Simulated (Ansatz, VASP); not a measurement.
## Two plane-wave programs on Al2O3

```
CELL_PARAMETERS angstrom
2.65358 0.00000 0.00000
-1.32679 2.29807 0.00000
0.00000 0.00000 8.58981
ATOMIC_POSITIONS crystal
Al 0.00000 0.00000 0.14999
Al 0.00000 0.00000 0.85001
O 0.33333 0.66667 0.22232
O 0.66667 0.33333 0.00000
O 0.33333 0.66667 0.77768
```

Change from the starting cell: strain -0.080 along x and y, -0.080 along z, atoms carried along.

Alike in both runs: task single point; functional LDA; k mesh 9 × 9 × 4; occupations gaussian, width 0.05 eV; no spin polarisation.

|  | VASP | Ansatz |
| --- | --- | --- |
| version | VASP 6.6.1 | Ansatz 0.2.0 |
| potentials or method | VASP PAW LDA potentials, release 64 (Al, O), cutoff 520 eV | scalar-relativistic, plane waves, PAW |
| valence electrons in the cell | 24 | 24 |

Ansatz gave:

* gap on the k mesh at the Fermi level (eV): 6.92
* least direct gap on the mesh (eV): 7.36
* pressure (GPa): 46.8
* traceless stress, the component that is largest in VASP (GPa): -16.17
* rms of the force components (eV/Å): 1.332

Q: Which values does VASP return?

A: gap on the k mesh at the Fermi level (eV): 6.91; least direct gap on the mesh (eV): 7.36; pressure (GPa): 49.1; traceless stress, the component that is largest in VASP (GPa): -17.59; rms of the force components (eV/Å): 1.393.

LDA's correlation is that of Perdew and Zunger in VASP and of Perdew and Wang (1992) in Ansatz. Atom by atom the forces differ by 0.062 eV/Å (rms over components). Both programs put the cell under a high pressure, so it lies far from rest at this level.
